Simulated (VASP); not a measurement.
# ZnS in VASP: notebook, part 2 of 2

VASP 6.6.1. Earlier steps stand in the parts before.

### Step 3. Single point, PBE (equal xx and yy strain of +1 %)

INCAR reads:

```
SYSTEM = ZnS
  PREC = Accurate
  ENCUT = 520
  EDIFF = 1E-7
  ISMEAR = -1
  SIGMA = 0.01
  LREAL = .FALSE.
  LASPH = .TRUE.
  NELM = 60
  ALGO = Normal
  ISIF = 2
  LWAVE = .FALSE.
  LCHARG = .FALSE.
  GGA = PE
  NBANDS = 16
```

KPOINTS reads:

```
regular mesh
0
G
  8 8 8
  0 0 0
```

POSCAR reads:

```
ZnS
1.0
    0.0000000000      2.7316965000      2.7046500000
    2.7316965000      0.0000000000      2.7046500000
    2.7316965000      2.7316965000      0.0000000000
Zn S
1 1
Direct
    0.0000000000      0.0000000000      0.0000000000
    0.7500000000      0.7500000000      0.7500000000
```

Potentials or basis: VASP PAW PBE potentials, release 64 (Zn, S).

Run with:

```bash
$ cat potpaw_PBE.64/Zn/POTCAR potpaw_PBE.64/S/POTCAR > POTCAR
$ mpirun -np 1 vasp_std > vasp.out
```

OUTCAR:

```text
SYSTEM = ZnS
   PREC = Accurate
   ENCUT = 520
   EDIFF = 1E-7
   ISMEAR = -1
   LREAL = .FALSE.
   LASPH = .TRUE.
   NELM = 60
   ISIF = 2
   GGA = PE

 ion  position               nearest neighbor table
   1  0.000  0.000  0.000-   2 2.36   2 2.36   2 2.36   2 2.36
   2  0.750  0.750  0.750-   1 2.36   1 2.36   1 2.36   1 2.36

  LATTYP: Found a body centered tetragonal cell.
 ALAT       =     3.8632022386
 C/A-ratio  =     1.4002114479

  Lattice vectors:

 A1 = (   0.0000000000,  -2.7316965000,  -2.7046500000)
 A2 = (   0.0000000000,   2.7316965000,  -2.7046500000)
 A3 = (   2.7316965000,   0.0000000000,   2.7046500000)

Analysis of symmetry for initial positions (statically):
=====================================================================
 Subroutine PRICEL returns:
 Original cell was already a primitive cell.

 Routine SETGRP: Setting up the symmetry group for a
 body centered tetragonal supercell.

[... 155 lines left out ...]

 number of electron      18.0000008 magnetization

 Free energy of the ion-electron system (eV)
  ---------------------------------------------------
  ext. energy  EPLUGINS =         0.00000000
  ---------------------------------------------------
  free energy    TOTEN  =        -6.85205508 eV

  energy without entropy =       -6.85205508  energy(sigma->0) =       -6.85205508

 E-fermi :   2.1252     XC(G=0):  -9.5229

 val. band max:        1.9188427698   @ k =   0.0000   0.0000   0.0000
 cond. band min:       3.9111333477   @ k =   0.0000   0.0000   0.0000
 fundamental gap:      1.9922905779
 Fermi energy:         2.1252310900

 k-point     1 :       0.0000    0.0000    0.0000
  band No.  band energies     occupation
      1     -11.0868      2.00000
      2      -4.3560      2.00000
      3      -4.3560      2.00000
      4      -4.3504      2.00000
      5      -3.8841      2.00000
      6      -3.8816      2.00000
[... 433 lines left out ...]
      3      -4.2276      2.00000
      4      -4.1627      2.00000
      5      -3.8814      2.00000
      6      -3.8520      2.00000
[... 8 lines left out ...]
     15      14.5392      0.00000
     16      14.9013      0.00000

 [... further k-points ...]
[... 5 lines left out ...]
  --------------------------------------------------------------------------------------
  -------------------------------------------------------------------------------------
  Total       -0.0111180     -0.0111180      0.0891850      0.0000000      0.0000000      0.0000000
  in kB       -0.4412962     -0.4412962      3.5399463      0.0000000      0.0000000      0.0000000
  external PRESSURE =       0.8857846 kB  Pullay stress =       0.0000000 kB

 VOLUME and BASIS-vectors are now :
 -----------------------------------------------------------------------------
  energy-cutoff  :      520.00
  volume of cell :       40.37
      direct lattice vectors                 reciprocal lattice vectors
     0.000000000  2.731696500  2.704650000    -0.183036439  0.183036439  0.184866803
     2.731696500  0.000000000  2.704650000     0.183036439 -0.183036439  0.184866803
     2.731696500  2.731696500  0.000000000     0.183036439  0.183036439 -0.184866803

 POSITION                                       TOTAL-FORCE (eV/Angst)
 -----------------------------------------------------------------------------------
      0.00000      0.00000      0.00000         0.000000      0.000000      0.000000
      4.09754      4.09754      4.05697        -0.000000     -0.000000      0.000000
 -----------------------------------------------------------------------------------
    total drift:                                0.000000      0.000000     -0.000000

  FREE ENERGIE OF THE ION-ELECTRON SYSTEM (eV)
  ---------------------------------------------------
  free  energy   TOTEN  =        -6.8520550767 eV

  energy  without entropy=       -6.8520550767  energy(sigma->0) =       -6.85205508
```

It took 35 s on 1 thread of Intel Xeon Platinum 8375C at 2.90GHz (Ice Lake), shared host; peak memory 0.18 GiB.

What came out:

| Quantity | Value |
| --- | --- |
| Free energy | -6.8521 eV |
| Pressure | 0.1 GPa |
| Band gap on the k mesh | 1.99 eV, direct |

Stress tensor (GPa, compression positive):
```
-0.04  0.00  0.00
 0.00 -0.04  0.00
 0.00  0.00  0.35
```

Caveat: the cell differs from its parent crystal (equal xx and yy strain of +1 %).

### Step 4. Single point, PBE (equal xx and yy strain of +3 %)

INCAR reads:

```
SYSTEM = ZnS
ALGO = Normal
EDIFF = 1E-7
ENCUT = 520
GGA = PE
ISIF = 2
ISMEAR = -1
LASPH = .True.
LCHARG = .False.
LREAL = .False.
LWAVE = .False.
NBANDS = 16
NELM = 100
PREC = Accurate
SIGMA = 0.01
```

KPOINTS reads:

```
k-points
0
Gamma
  8 8 8
  0 0 0
```

POSCAR reads:

```
ZnS
1.0
    0.0000000000      2.7857895000      2.7046500000
    2.7857895000      0.0000000000      2.7046500000
    2.7857895000      2.7857895000      0.0000000000
Zn S
1 1
Direct
    0.0000000000      0.0000000000      0.0000000000
    0.7500000000      0.7500000000      0.7500000000
```

Potentials or basis: VASP PAW PBE potentials, release 64 (Zn, S).

Run with:

```bash
$ cat potpaw_PBE.64/Zn/POTCAR potpaw_PBE.64/S/POTCAR > POTCAR
$ mpirun -np 1 vasp_std > vasp.out
```

OUTCAR:

```text
SYSTEM = ZnS
   EDIFF = 1E-7
   ENCUT = 520
   GGA = PE
   ISIF = 2
   ISMEAR = -1
   LASPH = .True.
   LREAL = .False.
   NELM = 100
   PREC = Accurate

 ion  position               nearest neighbor table
   1  0.000  0.000  0.000-   2 2.39   2 2.39   2 2.39   2 2.39
   2  0.750  0.750  0.750-   1 2.39   1 2.39   1 2.39   1 2.39

  LATTYP: Found a body centered tetragonal cell.
 ALAT       =     3.9397012928
 C/A-ratio  =     1.3730228761

  Lattice vectors:

 A1 = (   0.0000000000,  -2.7857895000,  -2.7046500000)
 A2 = (   0.0000000000,   2.7857895000,  -2.7046500000)
 A3 = (   2.7857895000,   0.0000000000,   2.7046500000)

[... 625 lines left out ...]
      6      -4.1094      2.00000
[... 8 lines left out ...]
     15      14.0381      0.00000
     16      14.4783      0.00000

 [... further k-points ...]
[... 5 lines left out ...]
  --------------------------------------------------------------------------------------
  -------------------------------------------------------------------------------------
  Total       -0.7406897     -0.7406897     -0.4335050      0.0000000      0.0000000      0.0000000
  in kB      -28.2689198    -28.2689198    -16.5450081      0.0000000      0.0000000      0.0000000
  external PRESSURE =     -24.3609493 kB  Pullay stress =       0.0000000 kB

 VOLUME and BASIS-vectors are now :
 -----------------------------------------------------------------------------
  energy-cutoff  :      520.00
  volume of cell :       41.98
      direct lattice vectors                 reciprocal lattice vectors
     0.000000000  2.785789500  2.704650000    -0.179482333  0.179482333  0.184866803
     2.785789500  0.000000000  2.704650000     0.179482333 -0.179482333  0.184866803
     2.785789500  2.785789500  0.000000000     0.179482333  0.179482333 -0.184866803

 POSITION                                       TOTAL-FORCE (eV/Angst)
 -----------------------------------------------------------------------------------
      0.00000      0.00000      0.00000        -0.000000     -0.000000      0.000000
      4.17868      4.17868      4.05697         0.000000      0.000000     -0.000000
 -----------------------------------------------------------------------------------
    total drift:                               -0.000000     -0.000000      0.000000

  FREE ENERGIE OF THE ION-ELECTRON SYSTEM (eV)
  ---------------------------------------------------
  free  energy   TOTEN  =        -6.8373004056 eV

  energy  without entropy=       -6.8373004056  energy(sigma->0) =       -6.83730041
```

stdout:

```text
POSCAR found type information on POSCAR ZnS
 POSCAR found :  2 types and       2 ions
 scaLAPACK will be used
 LDA part: xc-table for (Slater+PW92), standard interpolation
 POSCAR, INCAR and KPOINTS ok, starting setup
 FFT: planning ... GRIDC
 FFT: planning ... GRID_SOFT
 FFT: planning ... GRID
 WAVECAR not read
 entering main loop
```

It took 36 s on 1 thread of Intel Xeon Platinum 8375C at 2.90GHz (Ice Lake), shared host; peak memory 0.18 GiB.

What came out:

| Property | Result |
| --- | --- |
| Free energy | -6.8373 eV |
| Pressure | -2.4 GPa |
| Band gap on the k mesh | 1.78 eV, direct |

Levels at points of the mesh, in eV from the valence-band top:
| k point | band 5 | band 6 | band 7 | band 8 | band 9 | band 10 | band 11 | band 12 | band 13 | band 14 |
| --- | --- | --- | --- | --- | --- | --- | --- | --- | --- | --- |
| (0.00, 0.00, 0.00) | -5.75 | -5.74 | -0.09 | -0.09 | 0.00 | 1.78 | 6.37 | 6.38 | 6.38 | 11.39 |
| (0.50, 0.00, 0.00) | -5.72 | -5.57 | -4.95 | -0.91 | -0.77 | 3.11 | 6.77 | 7.03 | 8.57 | 11.83 |
| (0.50, 0.50, 0.00) | -5.68 | -5.53 | -4.27 | -2.16 | -2.16 | 3.40 | 3.82 | 10.70 | 11.45 | 11.45 |
| (0.50, 0.00, 0.50) | -5.69 | -5.57 | -4.43 | -2.04 | -1.99 | 3.53 | 4.09 | 10.39 | 11.36 | 11.59 |

Caveat: the cell differs from its parent crystal (equal xx and yy strain of +3 %).

### Step 5. Single point, PBE (equal xy, yz and zx shear strains of -3 %)

INCAR reads:

```
SYSTEM = ZnS
PREC = Accurate ; ENCUT = 520
EDIFF = 1E-7 ; ISMEAR = -1
SIGMA = 0.01 ; LREAL = .False.
LASPH = .True. ; NELM = 80
ALGO = Normal ; ISIF = 2
LWAVE = .False. ; LCHARG = .False.
GGA = PE ; NBANDS = 16
```

KPOINTS reads:

```
Automatic mesh
0
Gamma
  8 8 8
  0 0 0
```

POSCAR reads:

```
ZnS
1.0
   -0.0811395000      2.6640802500      2.6640802500
    2.6640802500     -0.0811395000      2.6640802500
    2.6640802500      2.6640802500     -0.0811395000
Zn S
1 1
Direct
    0.0000000000      0.0000000000      0.0000000000
    0.7500000000      0.7500000000      0.7500000000
```

Run with:

```bash
$ cat potpaw_PBE.64/Zn/POTCAR potpaw_PBE.64/S/POTCAR > POTCAR
$ mpirun -np 1 vasp_std > vasp.out
```

It took 30 s on 1 thread of Intel Xeon Platinum 8375C at 2.90GHz (Ice Lake), shared host; peak memory 0.17 GiB.

Results (log left out):

- Free energy: -6.8237 eV
- Pressure: 1.9 GPa
- Largest force: 0.358 eV/Å
- Band gap on the k mesh: 1.99 eV, direct

Forces on the atoms (eV/Å):
```
Zn   0.207  0.207  0.207
S   -0.207 -0.207 -0.207
```

Stress tensor (GPa, compression positive):
```
1.86 2.22 2.22
2.22 1.86 2.22
2.22 2.22 1.86
```

Levels at points of the mesh, in eV from the valence-band top:
```tsv
k point	band 5	band 6	band 7	band 8	band 9	band 10	band 11	band 12	band 13	band 14
(0.00, 0.00, 0.00)	-5.93	-5.93	-0.13	-0.13	0.00	1.99	6.10	6.10	6.79	11.69
(0.50, 0.00, 0.00)	-5.90	-5.74	-5.34	-0.90	-0.87	3.31	6.70	7.14	8.72	12.11
(0.50, 0.50, 0.00)	-5.85	-5.71	-4.64	-2.44	-2.14	3.27	4.05	10.73	11.79	12.03
(0.50, 0.50, 0.50)	-5.89	-5.70	-5.37	-1.12	-1.12	2.95	6.64	6.64	8.90	12.01
```

Caveat: the cell differs from its parent crystal (equal xy, yz and zx shear strains of -3 %).

### Step 6. Summary

```csv
cell,gap on the mesh (eV),pressure (GPa)
"a = 3.787, b = 3.787, c = 3.748 Å, angles 60.3, 60.3, 59.3°, 2 atoms",2.25,4.9
"a = 3.844, b = 3.844, c = 3.863 Å, angles 59.8, 59.8, 60.3°, 2 atoms",1.99,0.1
"a = 3.883, b = 3.883, c = 3.940 Å, angles 59.5, 59.5, 61.0°, 2 atoms",1.78,-2.4
"a = 3.768 Å, angles 62.0°, 2 atoms",1.99,1.9
```

Alike in all rows: task single point; level PBE; potentials or basis VASP PAW PBE potentials, release 64 (Zn, S); no spin polarisation; k mesh 8 × 8 × 8; cutoff (eV) 520; smearing fermi-dirac 0.01 eV.

Absolute energies hang on the potentials; compare differences alone.
